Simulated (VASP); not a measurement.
# Re2S (Fd-3m) in VASP: single point with PBE

Aim: the single point of Re2S with PBE.

Program: VASP 6.6.1. These are calculated values, not measurements. Logs are shortened: lines on timing, memory, paths and dates and some standing lists are left out, and cuts for length are marked.

### 1 The cell of the first run

The structure is cubic, space group Fd-3m (No. 227). The conventional cell has a = 7.364 Å, b = 7.364 Å, c = 7.364 Å, α = 90.00°, β = 90.00°, γ = 90.00°. Within 3.4 Å of Re (site symmetry -3m) lie 6 Re at 2.60 Å and 6 S at 3.05 Å. S (site symmetry -43m) has 12 Re at 3.05 Å and 4 S at 3.19 Å within 4.0 Å.

### 2 Single point, PBE

INCAR reads:

```
SYSTEM = Re2S
  PREC = Accurate
  ENCUT = 520
  EDIFF = 1E-6
  ISMEAR = 0
  SIGMA = 0.1
  LREAL = .False.
  LASPH = .True.
  NELM = 100
  ALGO = Normal
  ISIF = 2
  LWAVE = .False.
  LCHARG = .False.
  GGA = PE
  NBANDS = 29
```

KPOINTS reads:

```
regular mesh
0
Gamma
  10 10 10
  0 0 0
```

POSCAR reads:

```
Re2S
1.0
    0.0000000000      3.6822158402      3.6822158402
    3.6822158402      0.0000000000      3.6822158402
    3.6822158402      3.6822158402      0.0000000000
Re S
4 2
Direct
    0.6250000000      0.6250000000      0.6250000000
    0.1250000000      0.6250000000      0.6250000000
    0.6250000000      0.6250000000      0.1250000000
    0.6250000000      0.1250000000      0.6250000000
    0.0000000000      0.0000000000      0.0000000000
    0.2500000000      0.2500000000      0.2500000000
```

Potentials or basis: VASP PAW PBE potentials, release 64 (Re, S).

Started as:

```console
$ cat potpaw_PBE.64/Re/POTCAR potpaw_PBE.64/S/POTCAR > POTCAR
$ mpirun -np 1 vasp_std > vasp.out
```

OUTCAR:

```text
SYSTEM = Re2S
   PREC = Accurate
   ENCUT = 520
   EDIFF = 1E-6
   ISMEAR = 0
   LREAL = .False.
   LASPH = .True.
   NELM = 100
   ISIF = 2
   GGA = PE

 ion  position               nearest neighbor table
   1  0.625  0.625  0.625-   2 2.60   3 2.60   4 2.60   3 2.60   4 2.60   2 2.60   6 3.05   5 3.05
                             6 3.05   5 3.05   6 3.05   5 3.05
   2  0.125  0.625  0.625-   1 2.60   3 2.60   4 2.60   1 2.60   3 2.60   4 2.60   5 3.05   6 3.05
                             5 3.05   5 3.05   6 3.05   6 3.05
   3  0.625  0.625  0.125-   1 2.60   1 2.60   2 2.60   4 2.60   4 2.60   2 2.60   6 3.05   5 3.05
                             6 3.05   5 3.05   6 3.05   5 3.05
   4  0.625  0.125  0.625-   1 2.60   3 2.60   1 2.60   2 2.60   3 2.60   2 2.60   5 3.05   6 3.05
                             5 3.05   6 3.05   6 3.05   5 3.05
   5  0.000  0.000  0.000-   1 3.05   3 3.05   4 3.05   1 3.05   2 3.05   3 3.05   1 3.05   2 3.05
                             4 3.05   2 3.05   3 3.05   4 3.05
   6  0.250  0.250  0.250-   2 3.05   3 3.05   4 3.05   1 3.05   2 3.05   4 3.05   1 3.05   2 3.05
                             3 3.05   1 3.05   3 3.05   4 3.05

  LATTYP: Found a face centered cubic cell.
 ALAT       =     7.3644316804

  Lattice vectors:

 A1 = (   0.0000000000,   3.6822158402,   3.6822158402)
 A2 = (   3.6822158402,   0.0000000000,   3.6822158402)
 A3 = (   3.6822158402,   3.6822158402,   0.0000000000)

Analysis of symmetry for initial positions (statically):
=====================================================================
 Subroutine PRICEL returns:
 Original cell was already a primitive cell.

 Routine SETGRP: Setting up the symmetry group for a
 face centered cubic supercell.

 Subroutine GETGRP returns: Found 48 space group operations
 (whereof 24 operations were pure point group operations)
 out of a pool of 48 trial point group operations.

The static configuration has the point symmetry T_d .
 The point group associated with its full space group is O_h .

Analysis of symmetry for dynamics (positions and initial velocities):
=====================================================================
 Subroutine PRICEL returns:
 Original cell was already a primitive cell.

 Routine SETGRP: Setting up the symmetry group for a
 face centered cubic supercell.

 Subroutine GETGRP returns: Found 48 space group operations
 (whereof 24 operations were pure point group operations)
 out of a pool of 48 trial point group operations.

The dynamic configuration has the point symmetry T_d .
[... 105 lines left out ...]
   LASPH  =      T    aspherical Exc in radial PAW
   ENCUT  =  520.0 eV  38.22 Ry    6.18 a.u.   9.68  9.68  9.68*2*pi/ulx,y,z
   NELM   =    100;   NELMIN=  2; NELMDL= -5     # of ELM steps
   EDIFF  = 0.1E-05   stopping-criterion for ELM
   LREAL  =      F    real-space projection
   EDIFFG = 0.1E-04   stopping-criterion for IOM
   NSW    =      0    number of steps for IOM
   IBRION =     -1    ionic relax: 0-MD 1-quasi-New 2-CG
   NFREE  =      0    steps in history (QN), initial steepest desc. (CG)
   ISIF   =      2    stress and relaxation
   ISYM   =      2    0-nonsym 1-usesym 2-fastsym
   POTIM  = 0.5000    time-step for ionic-motion
   TEBEG  =    0.0;   TEEND  =   0.0 temperature during run
   PSTRESS=    0.0 pullay stress
   NELECT =      40.0000    total number of electrons
   NUPDOWN=      -1.0000    fix difference up-down
   EMIN   =  10.00;   EMAX   =-10.00  energy-range for DOS
   EFERMI =   0.00;   METHOD = LEGACY
   ISMEAR =     0;   SIGMA  =   0.10  broadening in eV -4-tet -1-fermi 0-gaus
   EFERMI_NEDOS =   21; number of points for ismear=-14 and -15
   IALGO  =     38    algorithm
   IMIX   =      4    mixing-type and parameters
     AMIX     =   0.40;   BMIX     =  1.00
     AMIX_MAG =   1.60;   BMIX_MAG =  1.00
  volume/ion in A,a.u.               =      16.64       112.31
  Fermi-wavevector in a.u.,A,eV,Ry     =   1.206819  2.280558 19.815700  1.456413
  Thomas-Fermi vector in A             =   2.342475
   LORBIT       =      0    0 simple, 1 ext, 2 COOP (PROOUT), +10 PAW based schemes
   GGA     = PE    functional components
   LHFCALC =     F    Hartree Fock is set to
   AEXX    =    0.0000 exact exchange contribution
   IVDW    =     0    specifies the selected vdW correction
   LEPSILON=     F    determine dielectric tensor
   LRPA    =     F    only Hartree local field effects (RPA)
 non-spin polarized calculation
 Gauss-broadening in eV      SIGMA  =   0.10
  energy-cutoff  :      520.00
  volume of cell :       99.85
 maximum number of plane-waves:      2733
   NGX = 19   NGY = 19   NGZ = 19

 number of electron      39.9999999 magnetization

 Free energy of the ion-electron system (eV)
  ---------------------------------------------------
  ext. energy  EPLUGINS =         0.00000000
  ---------------------------------------------------
  free energy    TOTEN  =       -49.66976346 eV

  energy without entropy =      -49.63760159  energy(sigma->0) =      -49.65368252

 E-fermi :   7.4884     XC(G=0): -12.2681

 val. band max:        7.4875114228   @ k =   0.2000   0.1000   0.0000
 cond. band min:       7.4914073192   @ k =  -0.3000   0.1000   0.0000
 fundamental gap:      0.0038958964
 Fermi energy:         7.4883727902

 k-point     1 :       0.0000    0.0000    0.0000
  band No.  band energies     occupation
      1      -7.5054      2.00000
      2      -5.1607      2.00000
      3      -1.2970      2.00000
      4       0.7553      2.00000
      5       0.7553      2.00000
      6       0.7553      2.00000
[... 757 lines left out ...]
     28       9.0894      0.00000
     29       9.2137      0.00000

 [... further k-points ...]
[... 5 lines left out ...]
  --------------------------------------------------------------------------------------
  -------------------------------------------------------------------------------------
  Total       -0.1939390     -0.1939390     -0.1939390      0.0000000     -0.0000000     -0.0000000
  in kB       -3.1118460     -3.1118460     -3.1118460      0.0000000     -0.0000000     -0.0000000
  external PRESSURE =      -3.1118460 kB  Pullay stress =       0.0000000 kB

 VOLUME and BASIS-vectors are now :
 -----------------------------------------------------------------------------
  energy-cutoff  :      520.00
  volume of cell :       99.85
      direct lattice vectors                 reciprocal lattice vectors
     0.000000000  3.682215840  3.682215840    -0.135787803  0.135787803  0.135787803
     3.682215840  0.000000000  3.682215840     0.135787803 -0.135787803  0.135787803
     3.682215840  3.682215840  0.000000000     0.135787803  0.135787803 -0.135787803

 POSITION                                       TOTAL-FORCE (eV/Angst)
 -----------------------------------------------------------------------------------
      4.60277      4.60277      4.60277        -0.000000     -0.000000     -0.000000
      4.60277      2.76166      2.76166        -0.000000     -0.000000     -0.000000
      2.76166      2.76166      4.60277         0.000000     -0.000000     -0.000000
      2.76166      4.60277      2.76166         0.000000     -0.000000     -0.000000
      0.00000      0.00000      0.00000        -0.000000     -0.000000     -0.000000
      1.84111      1.84111      1.84111         0.000000      0.000000      0.000000
 -----------------------------------------------------------------------------------
    total drift:                                0.000000      0.000000      0.000000

  FREE ENERGIE OF THE ION-ELECTRON SYSTEM (eV)
  ---------------------------------------------------
  free  energy   TOTEN  =       -49.6697634560 eV

  energy  without entropy=      -49.6376015886  energy(sigma->0) =      -49.65368252
```

It took 4.7 min on 1 thread of AMD EPYC 7R43 (Zen 3), shared host; peak memory 0.26 GiB.

What came out:

| Quantity | Value |
| --- | --- |
| Free energy | -49.6698 eV |
| Pressure | -0.3 GPa |
| Band gap on the k mesh | zero (band 20 reaches 8.32 eV, above the bottom of band 21 at 6.92 eV) |

Caveat: spin-orbit coupling is left out, which moves the levels of the heavy elements.
